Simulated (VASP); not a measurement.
Runs of VASP 6.6.1 on LaFeGe. The structure is that of space group P-6m2 (No. 187), or close to it. The cells are those of the table. 

| potentials or basis | spin | cell | cutoff (eV) | gap on the mesh (eV) | pressure (GPa) | moment (μB) |
| --- | --- | --- | --- | --- | --- | --- |
| VASP PAW PBE potentials, release 64 (La, Ge_d, Fe) | collinear, ferromagnetic start | a = 4.232, b = 4.232, c = 4.286 Å, angles 90.0, 90.0, 120.0°, 3 atoms | 520 | none | -0.4 | 2.10 |
| VASP PAW PBE potentials, release 64 (La, Ge_d, Fe) | collinear, ferromagnetic start | a = 4.203, b = 4.203, c = 4.257 Å, angles 90.0, 90.0, 120.0°, 3 atoms | 520 | none | 1.0 | 1.97 |
| VASP PAW PBE potentials, release 64 (La, Ge_d, Fe) | collinear, ferromagnetic start | a = 4.145, b = 4.145, c = 4.198 Å, angles 90.0, 90.0, 120.0°, 3 atoms | 520 | none | (b) | 1.72 |
| VASP PAW PBE potentials, release 64 (La, Ge_d, Fe) | collinear, ferromagnetic start | a = 4.260, b = 4.260, c = 4.314 Å, angles 90.0, 90.0, 120.0°, 3 atoms | 520 | none | (c) | 2.23 |
| VASP PAW PBE potentials, release 64 (La, Ge_d, Fe_sv) | off | a = 4.232, b = 4.232, c = 4.286 Å, angles 90.0, 90.0, 120.0°, 3 atoms | 690 | none | -4.0 | - |
| VASP PAW PBE potentials, release 64 (La, Ge_d, Fe) | collinear, ferromagnetic start | a = 4.175, b = 4.175, c = 4.228 Å, angles 90.0, 90.0, 120.0°, 3 atoms | 520 | none | (a) | 1.85 |

Alike in all rows: task single point; level PBE; k mesh 7 × 7 × 6; smearing fermi-dirac 0.05 eV.

Fill in the values left out.

(a) 2.5; (b) 4.2; (c) -1.6.

Caveats: spin-orbit coupling is left out, which moves the levels of the heavy elements; the cell stands under pressure (at least some runs); the cell stands under tension (at least some runs).

A k mesh can miss the band edges, and the runs leave out spin-orbit coupling on Ge, La.

A gap of «none» marks levels without a gap at the run's occupations.

The runs don't all hold the same shells in valence.
